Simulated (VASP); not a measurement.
Runs of VASP 6.6.1 on Hf. The structure is that of space group P6_3/mmc (No. 194), or close to it. The cells are those of the table. 

| cell | gap on the mesh (eV) | pressure (GPa) |
| --- | --- | --- |
| a = 3.131, b = 3.131, c = 4.955 Å, angles 90.0, 90.0, 120.0°, 2 atoms | none | (b) |
| a = 3.239, b = 3.239, c = 5.124 Å, angles 90.0, 90.0, 120.0°, 2 atoms | none | -10.9 |
| a = 3.197, b = 3.197, c = 5.058 Å, angles 90.0, 90.0, 120.0°, 2 atoms | none | -7.5 |
| a = 3.153, b = 3.153, c = 4.989 Å, angles 90.0, 90.0, 120.0°, 2 atoms | none | -3.2 |
| a = 3.218, b = 3.218, c = 5.091 Å, angles 90.0, 90.0, 120.0°, 2 atoms | none | (a) |
| a = 3.259, b = 3.259, c = 5.157 Å, angles 90.0, 90.0, 120.0°, 2 atoms | none | -12.4 |
| a = 3.175, b = 3.175, c = 5.024 Å, angles 90.0, 90.0, 120.0°, 2 atoms | none | -5.4 |

Alike in all rows: task single point; level LDA; potentials or basis VASP PAW LDA potentials, release 64 (Hf_pv); no spin polarisation; k mesh 8 × 8 × 5; cutoff (eV) 520; smearing methfessel-paxton 0.1 eV.

Problem. Estimate the missing entries.

Solution. (a) -9.2; (b) -0.8.

Caveats: spin-orbit coupling is left out, which moves the levels of the heavy elements.

A k mesh can miss the band edges, and the runs leave out spin-orbit coupling on Hf.

A gap of «none» marks levels without a gap at the run's occupations.
